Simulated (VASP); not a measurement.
# WS3 in VASP: notebook

The runs below take WS3 through single point, with PBE+D3(BJ).

Program: VASP 6.6.1. These are calculated values, not measurements. Logs are shortened: lines on timing, memory, paths and dates and some standing lists are left out, and cuts for length are marked.

## 1. The cell of the first run

The cell holds a slab with vacuum, 4 atoms: a = 3.160 Å, b = 3.160 Å, c = 18.652 Å, α = 90.00°, β = 90.00°, γ = 120.00°.

## 2. Single point, PBE+D3(BJ), collinear spin

INCAR reads:

```
SYSTEM = WS3
ALGO = Normal
DIPOL = 0.5 0.5 0.344
EDIFF = 1E-6
ENCUT = 520
GGA = PE
IDIPOL = 3
ISIF = 2
ISMEAR = 0
ISPIN = 2
IVDW = 12
LASPH = .TRUE.
LCHARG = .FALSE.
LDIPOL = .TRUE.
LMAXMIX = 4
LORBIT = 11
LREAL = .FALSE.
LWAVE = .FALSE.
MAGMOM = 0 0 2 0
NBANDS = 28
NELM = 150
PREC = Accurate
SIGMA = 0.05
```

KPOINTS reads:

```
k-points
0
G
  9 9 1
  0 0 0
```

POSCAR reads:

```
WS3
1.0
    3.1595456682      0.0000000000      0.0000000000
   -1.5797728341      2.7362468131      0.0000000000
    0.0000000000      0.0000000000     18.6521287165
S W
3 1
Direct
    0.3333333333      0.6666666667      0.2144527341
    0.3333333333      0.6666666667      0.3834483895
    0.5000000000      1.0000000000      0.4794136175
    0.6666666666      0.3333333333      0.2989505578
```

Potentials or basis: VASP PAW PBE potentials, release 64 (S, W_sv).

The run is started by

```bash
> cat potpaw_PBE.64/S/POTCAR potpaw_PBE.64/W_sv/POTCAR > POTCAR
> mpirun -np 1 vasp_std > vasp.out
```

OUTCAR:

```text
SYSTEM = WS3
   EDIFF = 1E-6
   ENCUT = 520
   GGA = PE
   ISIF = 2
   ISMEAR = 0
   ISPIN = 2
   IVDW = 12
   LASPH = .TRUE.
   LORBIT = 11
   LREAL = .FALSE.
   NELM = 150
   PREC = Accurate
 IVDW          = 12

 ion  position               nearest neighbor table
   1  0.333  0.667  0.214-   4 2.41   4 2.41   4 2.41
   2  0.333  0.667  0.383-   3 2.01   4 2.41   4 2.41   4 2.41
   3  0.500  0.000  0.479-   2 2.01
   4  0.667  0.333  0.299-   1 2.41   1 2.41   1 2.41   2 2.41   2 2.41   2 2.41

  LATTYP: Found a hexagonal cell.
 ALAT       =     3.1595456682
 C/A-ratio  =     5.9034211482

  Lattice vectors:

 A1 = (   3.1595456682,   0.0000000000,   0.0000000000)
 A2 = (  -1.5797728341,   2.7362468131,   0.0000000000)
 A3 = (   0.0000000000,   0.0000000000,  18.6521287165)

Analysis of symmetry for initial positions (statically):
=====================================================================
 Subroutine PRICEL returns:
 Original cell was already a primitive cell.

 Routine SETGRP: Setting up the symmetry group for a
 hexagonal supercell.

 Subroutine GETGRP returns: Found  2 space group operations
 (whereof  2 operations were pure point group operations)
 out of a pool of 24 trial point group operations.

The static configuration has the point symmetry C_1h.

Analysis of symmetry for dynamics (positions and initial velocities):
=====================================================================
 Subroutine PRICEL returns:
 Original cell was already a primitive cell.

 Routine SETGRP: Setting up the symmetry group for a
 hexagonal supercell.

 Subroutine GETGRP returns: Found  2 space group operations
 (whereof  2 operations were pure point group operations)
 out of a pool of 24 trial point group operations.

The dynamic configuration has the point symmetry C_1h.

Analysis of structural, dynamic, and magnetic symmetry:
=====================================================================
 Subroutine PRICEL returns:
 Original cell was already a primitive cell.

 Routine SETGRP: Setting up the symmetry group for a
 hexagonal supercell.

 Subroutine GETGRP returns: Found  2 space group operations
 (whereof  2 operations were pure point group operations)
 out of a pool of 24 trial point group operations.

The overall configuration has the point symmetry C_1h.

 Subroutine INISYM returns: Found  2 space group operations
 (whereof  2 operations are pure point group operations),
 and found     1 'primitive' translations

----------------------------------------------------------------------------------------

                                     Primitive cell

  volume of cell :     161.2532

  direct lattice vectors                    reciprocal lattice vectors
     3.159545668  0.000000000  0.000000000     0.316501201  0.182732054  0.000000000
    -1.579772834  2.736246813  0.000000000     0.000000000  0.365464108  0.000000000
     0.000000000  0.000000000 18.652128716     0.000000000  0.000000000  0.053613184

  length of vectors
     3.159545668  3.159545668 18.652128716     0.365464108  0.365464108  0.053613184

  position of ions in fractional coordinates (direct lattice)
     0.333333333  0.666666667  0.214452734
     0.333333333  0.666666667  0.383448390
     0.500000000  0.000000000  0.479413618
     0.666666667  0.333333333  0.298950558

  ion indices of the primitive-cell ions
   primitive index   ion index
                 1           1
                 2           2
                 3           3
                 4           4

----------------------------------------------------------------------------------------

 KPOINTS: k-points

Automatic generation of k-mesh.
 Grid dimensions read from file:
 generate k-points for:    9    9    1

 Generating k-lattice:

  Cartesian coordinates                     Fractional coordinates (reciprocal lattice)
     0.035166800  0.020303562  0.000000000     0.111111111  0.000000000  0.000000000
     0.000000000  0.040607123  0.000000000     0.000000000  0.111111111  0.000000000
     0.000000000  0.000000000  0.053613184     0.000000000  0.000000000  1.000000000

  Length of vectors
     0.040607123  0.040607123  0.053613184

  Shift w.r.t. Gamma in fractional coordinates (k-lattice)
     0.000000000  0.000000000  0.000000000

 Subroutine IBZKPT returns following result:
 ===========================================

 Found     25 irreducible k-points:

 Following reciprocal coordinates:
            Coordinates               Weight
  0.000000  0.000000  0.000000      1.000000
  0.111111  0.000000  0.000000      4.000000
  0.000000  0.111111  0.000000      2.000000
  0.222222 -0.000000  0.000000      4.000000
  0.000000  0.222222  0.000000      2.000000
  0.333333  0.000000  0.000000      4.000000
[... 16 lines left out ...]
 -0.222222 -0.444444  0.000000      4.000000
  0.444444  0.333333  0.000000      4.000000
   k-points           NKPTS =     25   k-points in BZ     NKDIM =     25   number of bands    NBANDS=     28
   number of dos      NEDOS =    301   number of ions     NIONS =      4
   total plane-waves  NPLWV =  80640
   dimension x,y,z NGX =    24 NGY =   24 NGZ =  140
   dimension x,y,z NGXF=    48 NGYF=   48 NGZF=  280
   ions per type =               3   1
   NGX,Y,Z   is equivalent  to a cutoff of  12.63, 12.63, 12.48 a.u.
   NGXF,Y,Z  is equivalent  to a cutoff of  25.26, 25.26, 24.96 a.u.
 SYSTEM =  WS3
   PREC   = accura    normal or accurate (medium, high low for compatibility)
   ISTART =      0    job   : 0-new  1-cont  2-samecut
   ICHARG =      2    charge: 1-file 2-atom 10-const
   ISPIN  =      2    spin polarized calculation?
   LNONCOLLINEAR =      F non collinear calculations
   LSORBIT =      F    spin-orbit coupling
   LASPH  =      T    aspherical Exc in radial PAW
   ENCUT  =  520.0 eV  38.22 Ry    6.18 a.u.   5.87  5.87 34.68*2*pi/ulx,y,z
   NELM   =    150;   NELMIN=  2; NELMDL= -5     # of ELM steps
   EDIFF  = 0.1E-05   stopping-criterion for ELM
   LREAL  =      F    real-space projection
   EDIFFG = 0.1E-04   stopping-criterion for IOM
   NSW    =      0    number of steps for IOM
   IBRION =     -1    ionic relax: 0-MD 1-quasi-New 2-CG
   NFREE  =      0    steps in history (QN), initial steepest desc. (CG)
   ISIF   =      2    stress and relaxation
   ISYM   =      2    0-nonsym 1-usesym 2-fastsym
   POTIM  = 0.5000    time-step for ionic-motion
   TEBEG  =    0.0;   TEEND  =   0.0 temperature during run
   PSTRESS=    0.0 pullay stress
   NELECT =      32.0000    total number of electrons
   NUPDOWN=      -1.0000    fix difference up-down
   EMIN   =  10.00;   EMAX   =-10.00  energy-range for DOS
   EFERMI =   0.00;   METHOD = LEGACY
   ISMEAR =     0;   SIGMA  =   0.05  broadening in eV -4-tet -1-fermi 0-gaus
   EFERMI_NEDOS =   21; number of points for ismear=-14 and -15
   IALGO  =     38    algorithm
   IMIX   =      4    mixing-type and parameters
     AMIX     =   0.40;   BMIX     =  1.00
     AMIX_MAG =   1.60;   BMIX_MAG =  1.00
  volume/ion in A,a.u.               =      40.31       272.05
  Fermi-wavevector in a.u.,A,eV,Ry     =   0.954894  1.804489 12.406112  0.911823
  Thomas-Fermi vector in A             =   2.083683
   LORBIT       =     11    0 simple, 1 ext, 2 COOP (PROOUT), +10 PAW based schemes
   GGA     = PE    functional components
   LHFCALC =     F    Hartree Fock is set to
   AEXX    =    0.0000 exact exchange contribution
   IVDW    =    12    specifies the selected vdW correction
   LEPSILON=     F    determine dielectric tensor
   LRPA    =     F    only Hartree local field effects (RPA)
 spin polarized calculation
 Gauss-broadening in eV      SIGMA  =   0.05
  energy-cutoff  :      520.00
  volume of cell :      161.25
 maximum number of plane-waves:      4372
   NGX = 11   NGY = 11   NGZ = 69

 dipolmoment           0.000000      0.000000     -0.261817 electrons x Angstroem

 number of electron      31.9999997 magnetization      -0.0004321

 number of electron      31.9999997 magnetization       0.0000334

 dipolmoment           0.000000      0.000000      0.035721 electrons x Angstroem

 Free energy of the ion-electron system (eV)
  ---------------------------------------------------
  ext. energy  EPLUGINS =         0.00000000
  ---------------------------------------------------
  free energy    TOTEN  =       -25.50922315 eV

  energy without entropy =      -25.50908231  energy(sigma->0) =      -25.50915273

 E-fermi :   0.7729     XC(G=0):  -5.2015

 val. band max:        0.7068802929   @ k =   0.0000   0.0000   0.0000
 cond. band min:       0.8611855521   @ k =   0.2222   0.2222   0.0000
 fundamental gap:      0.1543052592
 Fermi energy:         0.7729017921

 spin component 1

 k-point     1 :       0.0000    0.0000    0.0000
  band No.  band energies     occupation
      1     -74.4708      1.00000
      2     -38.7627      1.00000
      3     -38.5879      1.00000
      4     -38.5627      1.00000
      5     -16.9600      1.00000
      6     -14.6726      1.00000
[... 20 lines left out ...]
     27       8.1521      0.00000
     28       8.7759      0.00000

 k-point     2 :       0.1111    0.0000    0.0000
  band No.  band energies     occupation
      1     -74.4686      1.00000
      2     -38.7548      1.00000
      3     -38.6172      1.00000
      4     -38.5871      1.00000
      5     -16.8008      1.00000
      6     -14.5228      1.00000
[... 20 lines left out ...]
     27       8.3923      0.00000
     28       8.7838      0.00000

 k-point     3 :       0.0000    0.1111    0.0000
  band No.  band energies     occupation
      1     -74.4686      1.00000
      2     -38.7549      1.00000
      3     -38.6313      1.00000
      4     -38.5728      1.00000
      5     -16.7911      1.00000
      6     -14.5229      1.00000
[... 616 lines left out ...]
      3     -38.7354      1.00000
      4     -38.6899      1.00000
      5     -15.0665      1.00000
      6     -13.0035      1.00000
[... 20 lines left out ...]
     27       9.7448      0.00000
     28      10.3861      0.00000

 k-point    24 :       0.4444    0.3333    0.0000
  band No.  band energies     occupation
      1     -74.4508      1.00000
      2     -38.8754      1.00000
      3     -38.7558      1.00000
      4     -38.6898      1.00000
      5     -15.1846      1.00000
      6     -12.9987      1.00000
[... 20 lines left out ...]
     27       9.7380      0.00000
     28      10.3586      0.00000

 [... further k-points ...]

 spin component 2

 k-point     1 :       0.0000    0.0000    0.0000
  band No.  band energies     occupation
      1     -74.4708      1.00000
      2     -38.7627      1.00000
      3     -38.5879      1.00000
      4     -38.5627      1.00000
      5     -16.9600      1.00000
      6     -14.6726      1.00000
[... 20 lines left out ...]
     27       8.1336      0.00000
     28       8.7751      0.00000

 k-point     2 :       0.1111    0.0000    0.0000
  band No.  band energies     occupation
      1     -74.4686      1.00000
      2     -38.7548      1.00000
      3     -38.6172      1.00000
      4     -38.5871      1.00000
      5     -16.8008      1.00000
      6     -14.5228      1.00000
[... 20 lines left out ...]
     27       8.3885      0.00000
     28       8.7831      0.00000

 k-point     3 :       0.0000    0.1111    0.0000
  band No.  band energies     occupation
      1     -74.4686      1.00000
      2     -38.7548      1.00000
      3     -38.6313      1.00000
      4     -38.5728      1.00000
      5     -16.7911      1.00000
      6     -14.5229      1.00000
[... 616 lines left out ...]
      3     -38.7354      1.00000
      4     -38.6899      1.00000
      5     -15.0665      1.00000
      6     -13.0035      1.00000
[... 20 lines left out ...]
     27       9.7423      0.00000
     28      10.3822      0.00000

 k-point    24 :       0.4444    0.3333    0.0000
  band No.  band energies     occupation
      1     -74.4508      1.00000
      2     -38.8754      1.00000
      3     -38.7558      1.00000
      4     -38.6898      1.00000
      5     -15.1846      1.00000
      6     -12.9987      1.00000
[... 20 lines left out ...]
     27       9.7350      0.00000
     28      10.3379      0.00000

 [... further k-points ...]

------------------------ aborting loop because EDIFF is reached ----------------------------------------

 vacuum level on the upper side and lower side of the slab       (xc-potential included)         0.364        -0.362

 Edisp (eV)   -1.39176

 E8    (eV) :    -0.6017

  FORCE on cell =-STRESS in cart. coord.  units (eV):
  Direction    XX          YY          ZZ          XY          YZ          ZX
  --------------------------------------------------------------------------------------
  -------------------------------------------------------------------------------------
  Total       2.90723     1.41341     0.03709     0.00000    -1.87439     0.00000
  in kB      28.88558    14.04332     0.36853     0.00000   -18.62351     0.00000
  external pressure =       14.43 kB  Pullay stress =        0.00 kB

 VOLUME and BASIS-vectors are now :
 -----------------------------------------------------------------------------
  energy-cutoff  :      520.00
  volume of cell :      161.25
      direct lattice vectors                 reciprocal lattice vectors
     3.159545668  0.000000000  0.000000000     0.316501201  0.182732054  0.000000000
    -1.579772834  2.736246813  0.000000000     0.000000000  0.365464108  0.000000000
     0.000000000  0.000000000 18.652128716     0.000000000  0.000000000  0.053613184

 POSITION                                       TOTAL-FORCE (eV/Angst)
 -----------------------------------------------------------------------------------
     -0.00000      1.82416      4.00000         0.000000      0.009369      0.195145
     -0.00000      1.82416      7.15213        -0.000000      1.047744      0.484521
      1.57977      0.00000      8.94208        -0.000000     -1.042893     -0.108123
      1.57977      0.91208      5.57606         0.000000     -0.014220     -0.571543
 -----------------------------------------------------------------------------------
    total drift:                                0.000001     -0.000020     -0.000215

  FREE ENERGIE OF THE ION-ELECTRON SYSTEM (eV)
  ---------------------------------------------------
  free  energy   TOTEN  =       -26.9009782923 eV

  energy  without entropy=      -26.9008374499  energy(sigma->0) =      -26.90090787

 vacuum level on the upper side and lower side of the slab         5.771         5.024

 total charge

# of ion       s       p       d       tot
------------------------------------------
    1        1.358   2.358   0.000   3.716
    2        1.327   2.351   0.000   3.677
    3        1.396   2.233   0.000   3.630
    4        2.313   6.315   3.445  12.073
--------------------------------------------------
tot          6.395  13.256   3.445  23.096

 magnetization (x)

# of ion       s       p       d       tot
------------------------------------------
    1       -0.000  -0.000   0.000  -0.000
    2        0.000  -0.000   0.000  -0.000
    3        0.000  -0.000   0.000  -0.000
    4        0.000   0.000   0.000   0.000
--------------------------------------------------
tot         -0.000  -0.000   0.000  -0.000
```

It took 2.3 min on 1 thread of Intel Xeon 6975P-C (Granite Rapids), shared host; peak memory 0.44 GiB.

Results:

| Quantity | Value |
| --- | --- |
| Free energy | -26.9010 eV |
| Largest force | 1.154 eV/Å |
| Band gap on the k mesh | 0.15 eV (least direct gap 0.66 eV) |
| Net moment | 0.00 μB per cell |
| Valence electrons inside the program's atomic spheres | S 3.72, 3.68, 3.63; W 12.07 |
| Dispersion energy per atom | -0.348 eV |

Forces in eV/Å, atoms in the order of the input:
```
S    0.000  0.009  0.195
S    0.000  1.048  0.485
S    0.000 -1.043 -0.108
W    0.000 -0.014 -0.572
```

Caveat: spin-orbit coupling is left out, which moves the levels of the heavy elements.

## 3. Single point, PBE+D3(BJ), collinear spin

INCAR reads:

```
SYSTEM = WS3
PREC     = Accurate       ! precision mode
ENCUT    = 520            ! plane-wave cutoff, eV
EDIFF    = 1E-7           ! SCF threshold, eV
ISMEAR   = 0              ! smearing method
SIGMA    = 0.05           ! smearing width, eV
LREAL    = .FALSE.        ! projectors in reciprocal space
LASPH    = .TRUE.         ! aspherical terms in the spheres
NELM     = 150            ! most SCF steps
ALGO     = Normal         ! electronic algorithm
ISIF     = 2              ! what is computed and relaxed
LWAVE    = .FALSE.        ! write WAVECAR
LCHARG   = .FALSE.        ! write CHGCAR
ISPIN    = 2              ! spin polarisation
MAGMOM   = 0 0 2 0        ! initial moments
LORBIT   = 11             ! projections on sites
LMAXMIX  = 4              ! l up to which the mixer works
LDIPOL   = .TRUE.       
IDIPOL   = 3            
DIPOL    = 0.5 0.5 0.346
GGA      = PE             ! functional
IVDW     = 12             ! dispersion correction
NBANDS   = 28             ! bands
```

KPOINTS reads:

```
Automatic mesh
0
G
  9 9 1
  0 0 0
```

POSCAR reads:

```
WS3
1.0
    3.1595456682      0.0000000000      0.0000000000
   -1.5797728341      2.7362468131      0.0000000000
    0.0000000000      0.0000000000     18.6521287165
S W
3 1
Direct
    0.3333333333      0.6666666666      0.2144527341
    0.3333333333      0.6666666666      0.3834483895
    0.6666666667      0.8333333333      0.4857349158
    0.6666666667      0.3333333334      0.2989505578
```

Potentials or basis: VASP PAW PBE potentials, release 64 (S, W_sv).

The run is started by

```bash
> cat potpaw_PBE.64/S/POTCAR potpaw_PBE.64/W_sv/POTCAR > POTCAR
> mpirun -np 1 vasp_std > vasp.out
```

Run time: 2.9 min. Hardware: 1 thread of Intel Xeon 6975P-C (Granite Rapids), shared host; peak memory 0.44 GiB.

It converged, with:

```
Free energy                                           : -27.0010 eV
Largest force                                         : 0.805 eV/Å
Band gap on the k mesh                                : zero (filled and empty bands overlap)
Net moment                                            : 0.00 μB per cell
Valence electrons inside the program's atomic spheres : S 3.72, 3.66, 3.57; W 12.06
Dispersion energy per atom                            : -0.344 eV
```

Forces in eV/Å, atoms in the order of the input:
```
S   -0.011 -0.007  0.079
S    0.516  0.298  0.542
S   -0.148 -0.085 -0.091
W   -0.357 -0.206 -0.530
```

Levels at points of the mesh, in eV from the Fermi level:
Spin up:
```tsv
k point	band 13	band 14	band 15	band 16	band 17	band 18	band 19	band 20
(0.00, 0.00, 0.00)	-2.81	-1.76	0.22	0.65	1.03	1.76	1.92	2.14
```
Spin down:
| k point | band 12 | band 13 | band 14 | band 15 | band 16 | band 17 | band 18 | band 19 | band 20 | band 21 |
| --- | --- | --- | --- | --- | --- | --- | --- | --- | --- | --- |
| (0.00, 0.00, 0.00) | -2.85 | -2.81 | -1.76 | 0.22 | 0.65 | 1.03 | 1.76 | 1.92 | 2.14 | 2.68 |

Caveat: spin-orbit coupling is left out, which moves the levels of the heavy elements.
